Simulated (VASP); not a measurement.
# Pd (P6_3/mmc) in VASP: a series of runs, part 2 of 3

VASP 6.6.1. The steps go on from the part before.

**3. Single point, PBE (volume scaled by 0.98)**

INCAR reads:

```
SYSTEM = Pd
ALGO = Normal
EDIFF = 1E-6
ENCUT = 520
GGA = PE
ISIF = 2
ISMEAR = -1
LASPH = .True.
LCHARG = .True.
LELF = .True.
LREAL = .False.
LVHAR = .True.
LWAVE = .False.
NBANDS = 17
NELM = 60
PREC = Accurate
SIGMA = 0.08
```

KPOINTS reads:

```
k-points
0
Gamma
  15 15 8
  0 0 0
```

POSCAR reads:

```
Pd
1.0
    2.7555247108      0.0000000000      0.0000000000
   -1.3777623554      2.3863544003      0.0000000000
    0.0000000000      0.0000000000      4.5952575980
Pd
2
Direct
    0.3333333333      0.6666666667      0.2500000000
    0.6666666667      0.3333333333      0.7500000000
```

Potentials or basis: VASP PAW PBE potentials, release 64 (Pd).

The run is started by

```sh
cat potpaw_PBE.64/Pd/POTCAR > POTCAR
mpirun -np 1 vasp_std > vasp.out
```

OUTCAR:

```text
SYSTEM = Pd
   EDIFF = 1E-6
   ENCUT = 520
   GGA = PE
   ISIF = 2
   ISMEAR = -1
   LASPH = .True.
   LREAL = .False.
   NELM = 60
   PREC = Accurate

 ion  position               nearest neighbor table
   1  0.333  0.667  0.250-   2 2.79   2 2.79   2 2.79   2 2.79   2 2.79   2 2.79
   2  0.667  0.333  0.750-   1 2.79   1 2.79   1 2.79   1 2.79   1 2.79   1 2.79

  LATTYP: Found a hexagonal cell.
 ALAT       =     2.7555247108
 C/A-ratio  =     1.6676524729

  Lattice vectors:

 A1 = (   2.7555247108,   0.0000000000,   0.0000000000)
 A2 = (  -1.3777623554,   2.3863544003,   0.0000000000)
 A3 = (   0.0000000000,   0.0000000000,   4.5952575980)

Analysis of symmetry for initial positions (statically):
=====================================================================
 Subroutine PRICEL returns:
 Original cell was already a primitive cell.

 Routine SETGRP: Setting up the symmetry group for a
 hexagonal supercell.

 Subroutine GETGRP returns: Found 24 space group operations
 (whereof 12 operations were pure point group operations)
 out of a pool of 24 trial point group operations.

The static configuration has the point symmetry D_3d.
 The point group associated with its full space group is D_6h.

Analysis of symmetry for dynamics (positions and initial velocities):
=====================================================================
 Subroutine PRICEL returns:
 Original cell was already a primitive cell.

 Routine SETGRP: Setting up the symmetry group for a
 hexagonal supercell.

 Subroutine GETGRP returns: Found 24 space group operations
 (whereof 12 operations were pure point group operations)
 out of a pool of 24 trial point group operations.

The dynamic configuration has the point symmetry D_3d.
 The point group associated with its full space group is D_6h.

 Subroutine INISYM returns: Found 24 space group operations
 (whereof 12 operations are pure point group operations),
 and found     1 'primitive' translations

[... 104 lines left out ...]
   PSTRESS=    0.0 pullay stress
   NELECT =      20.0000    total number of electrons
   NUPDOWN=      -1.0000    fix difference up-down
   EMIN   =  10.00;   EMAX   =-10.00  energy-range for DOS
   EFERMI =   0.00;   METHOD = LEGACY
   ISMEAR =    -1;   SIGMA  =   0.08  broadening in eV -4-tet -1-fermi 0-gaus
   EFERMI_NEDOS =   21; number of points for ismear=-14 and -15
   IALGO  =     38    algorithm
   IMIX   =      4    mixing-type and parameters
     AMIX     =   0.40;   BMIX     =  1.00
     AMIX_MAG =   1.60;   BMIX_MAG =  1.00
  volume/ion in A,a.u.               =      15.11       101.96
  Fermi-wavevector in a.u.,A,eV,Ry     =   1.426708  2.696087 27.694604  2.035496
  Thomas-Fermi vector in A             =   2.546956
   LORBIT       =      0    0 simple, 1 ext, 2 COOP (PROOUT), +10 PAW based schemes
   GGA     = PE    functional components
   LHFCALC =     F    Hartree Fock is set to
   AEXX    =    0.0000 exact exchange contribution
   IVDW    =     0    specifies the selected vdW correction
   LEPSILON=     F    determine dielectric tensor
   LRPA    =     F    only Hartree local field effects (RPA)
 non-spin polarized calculation
  energy-cutoff  :      520.00
  volume of cell :       30.22
 maximum number of plane-waves:       828
   NGX = 11   NGY = 11   NGZ = 17

 number of electron      20.0000005 magnetization

 Free energy of the ion-electron system (eV)
  ---------------------------------------------------
  ext. energy  EPLUGINS =         0.00000000
  ---------------------------------------------------
  free energy    TOTEN  =       -10.42008715 eV

  energy without entropy =      -10.32320335  energy(sigma->0) =      -10.37164525

 E-fermi :   9.4002     XC(G=0): -13.0333

 val. band max:        9.3960143562   @ k =   0.4667   0.0667   0.0000
 cond. band min:       9.4014365237   @ k =   0.4000  -0.0000   0.0000
 fundamental gap:      0.0054221675
 Fermi energy:         9.4002138751

 k-point     1 :       0.0000    0.0000    0.0000
  band No.  band energies     occupation
      1       2.4279      2.00000
      2       4.2609      2.00000
      3       6.5385      2.00000
      4       6.7494      2.00000
      5       6.7494      2.00000
      6       7.0886      2.00000
[... 457 lines left out ...]
      4       6.5545      2.00000
      5       6.7263      2.00000
      6       6.8239      2.00000
[... 9 lines left out ...]
     16      22.6798      0.00000
     17      23.2964      0.00000

 [... further k-points ...]
[... 5 lines left out ...]
  --------------------------------------------------------------------------------------
  -------------------------------------------------------------------------------------
  Total        0.6096199      0.6096199      0.5939201      0.0000000     -0.0000000     -0.0000000
  in kB       32.3236680     32.3236680     31.4912219      0.0000000     -0.0000000     -0.0000000
  external PRESSURE =      32.0461860 kB  Pullay stress =       0.0000000 kB

 VOLUME and BASIS-vectors are now :
 -----------------------------------------------------------------------------
  energy-cutoff  :      520.00
  volume of cell :       30.22
      direct lattice vectors                 reciprocal lattice vectors
     2.755524711  0.000000000  0.000000000     0.362907288  0.209524620  0.000000000
    -1.377762355  2.386354400  0.000000000     0.000000000  0.419049241  0.000000000
     0.000000000  0.000000000  4.595257598     0.000000000  0.000000000  0.217615657

 POSITION                                       TOTAL-FORCE (eV/Angst)
 -----------------------------------------------------------------------------------
     -0.00000      1.59090      1.14881        -0.000000      0.000000      0.000000
      1.37776      0.79545      3.44644         0.000000     -0.000000      0.000000
 -----------------------------------------------------------------------------------
    total drift:                                0.000000     -0.000000      0.000000

  FREE ENERGIE OF THE ION-ELECTRON SYSTEM (eV)
  ---------------------------------------------------
  free  energy   TOTEN  =       -10.4200871493 eV

  energy  without entropy=      -10.3232033488  energy(sigma->0) =      -10.37164525
```

OSZICAR:

```text
N       E                     dE             d eps       ncg     rms          rms(c)
DAV:   1     0.108979821149E+03    0.10898E+03   -0.10477E+04  4590   0.116E+03
DAV:   2    -0.917897803706E+01   -0.11816E+03   -0.11180E+03  4738   0.255E+02
DAV:   3    -0.109379219164E+02   -0.17589E+01   -0.17467E+01  5550   0.346E+01
DAV:   4    -0.109487618370E+02   -0.10840E-01   -0.10839E-01  5440   0.260E+00
DAV:   5    -0.109489270570E+02   -0.16522E-03   -0.16522E-03  5547   0.343E-01    0.104E+01
DAV:   6    -0.104455633613E+02    0.50336E+00   -0.10873E+00  4884   0.109E+01    0.511E+00
DAV:   7    -0.104257937949E+02    0.19770E-01   -0.11096E-02  5383   0.945E-01    0.251E+00
DAV:   8    -0.104200824846E+02    0.57113E-02   -0.17758E-03  4958   0.304E-01    0.872E-02
DAV:   9    -0.104200792740E+02    0.32106E-05   -0.25925E-05  5700   0.436E-02    0.211E-02
DAV:  10    -0.104200879470E+02   -0.86730E-05   -0.37721E-06  5231   0.163E-02    0.737E-03
DAV:  11    -0.104200871493E+02    0.79762E-06   -0.11840E-07  2822   0.357E-03
   1 F= -.10420087E+02 E0= -.10371645E+02  d E =-.968838E-01
```

stdout:

```text
POSCAR found type information on POSCAR Pd
 POSCAR found :  1 types and       2 ions
 scaLAPACK will be used
 LDA part: xc-table for (Slater+PW92), standard interpolation
 POSCAR, INCAR and KPOINTS ok, starting setup
 FFT: planning ... GRIDC
 FFT: planning ... GRID_SOFT
 FFT: planning ... GRID
 WAVECAR not read
 entering main loop
```

It took 31 s on 1 thread of Intel Xeon Platinum 8488C (Sapphire Rapids), shared host; peak memory 0.18 GiB.

Results:

```yaml
Free_energy: -10.4201 eV
Pressure: 3.2 GPa
Band_gap_on_the_k_mesh: zero (band 10 reaches 9.57 eV, above the bottom of band 11 at 8.71 eV)
```

Stress tensor (GPa, compression positive):
```
3.23 0.00 0.00
0.00 3.23 0.00
0.00 0.00 3.15
```

Levels at points of the mesh, in eV from the Fermi level:
| k point | band 6 | band 7 | band 8 | band 9 | band 10 | band 11 | band 12 | band 13 | band 14 | band 15 |
| --- | --- | --- | --- | --- | --- | --- | --- | --- | --- | --- |
| (0.00, 0.00, 0.00) | -2.31 | -2.31 | -1.62 | -1.62 | -0.25 | -0.25 | 0.88 | 6.80 | 17.12 | 18.67 |
| (0.00, 0.00, 0.50) | -2.69 | -2.69 | -2.69 | -0.69 | -0.69 | -0.69 | -0.69 | 13.87 | 13.87 | 17.62 |

Caveat: the cell differs from its parent crystal (volume scaled by 0.98).

**4. Single point, PBE**

This run uses another cell than the first one, of 15.42 Å³/atom, 1.063 times its volume.

INCAR reads:

```
SYSTEM = Pd
PREC = Accurate
ENCUT = 520
EDIFF = 1E-6
ISMEAR = -1
SIGMA = 0.08
LREAL = .False.
LASPH = .True.
NELM = 100
ALGO = Normal
ISIF = 2
LWAVE = .False.
LCHARG = .False.
GGA = PE
NBANDS = 17
```

KPOINTS reads:

```
regular mesh
0
Gamma
  15 15 8
  0 0 0
```

POSCAR reads:

```
Pd
1.0
    2.7741436858      0.0000000000      0.0000000000
   -1.3870718429      2.4024789057      0.0000000000
    0.0000000000      0.0000000000      4.6263075777
Pd
2
Direct
    0.3333333333      0.6666666667      0.2500000000
    0.6666666667      0.3333333333      0.7500000000
```

The run is started by

```sh
cat potpaw_PBE.64/Pd/POTCAR > POTCAR
mpirun -np 1 vasp_std > vasp.out
```

It took 39 s on 1 thread of Intel Xeon Platinum 8488C (Sapphire Rapids), shared host; peak memory 0.19 GiB.

Results (log left out):

| Property | Result |
| --- | --- |
| Free energy | -10.4259 eV |
| Pressure | -0.3 GPa |
| Band gap on the k mesh | zero (band 10 reaches 9.23 eV, above the bottom of band 11 at 8.40 eV) |

Levels at points of the mesh, in eV from the Fermi level:
| k point | band 6 | band 7 | band 8 | band 9 | band 10 | band 11 | band 12 | band 13 | band 14 | band 15 |
| --- | --- | --- | --- | --- | --- | --- | --- | --- | --- | --- |
| (0.00, 0.00, 0.00) | -2.24 | -2.24 | -1.57 | -1.57 | -0.24 | -0.24 | 0.92 | 6.65 | 17.09 | 18.62 |
| (0.00, 0.00, 0.50) | -2.60 | -2.60 | -2.60 | -0.67 | -0.67 | -0.67 | -0.67 | 13.70 | 13.70 | 17.57 |

(Continued in part 3 of 3.)
